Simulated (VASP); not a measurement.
Here is a VASP 6.6.1 calculation.

The input INCAR:

```
SYSTEM = Ru
PREC     = Accurate       ! precision mode
ENCUT    = 520            ! plane-wave cutoff, eV
EDIFF    = 1E-6           ! SCF threshold, eV
ISMEAR   = 0              ! smearing method
SIGMA    = 0.05           ! smearing width, eV
LREAL    = .FALSE.        ! projectors in reciprocal space
LASPH    = .TRUE.         ! aspherical terms in the spheres
NELM     = 60             ! most SCF steps
ALGO     = Normal         ! electronic algorithm
ISIF     = 2              ! what is computed and relaxed
LWAVE    = .FALSE.        ! write WAVECAR
LCHARG   = .FALSE.        ! write CHGCAR
GGA      = PE             ! functional
NBANDS   = 21             ! bands
```

File KPOINTS:

```
regular mesh
0
G
  12 12 7
  0 0 0
```

POSCAR

```
Ru
1.0
    2.6505640930      0.0000000000      0.0000000000
   -1.3252820465      2.2954562919      0.0000000000
    0.0000000000      0.0000000000      4.1944897589
Ru
2
Direct
    0.3333333333      0.6666666667      0.2500000000
    0.6666666667      0.3333333333      0.7500000000
```

Potentials or basis: VASP PAW PBE potentials, release 64 (Ru_pv).

Run with:

```sh
$ cat potpaw_PBE.64/Ru_pv/POTCAR > POTCAR
$ mpirun -np 1 vasp_std > vasp.out
```

Task: Estimate the band gap on the k mesh.

Result: Zero (band 14 reaches 15.58 eV, above the bottom of band 15 at 12.31 eV).

Task: Estimate the pressure.

Result: 28.3 GPa.

Stress tensor (GPa, compression positive):
```
27.65  0.00  0.00
 0.00 27.65  0.00
 0.00  0.00 29.59
```
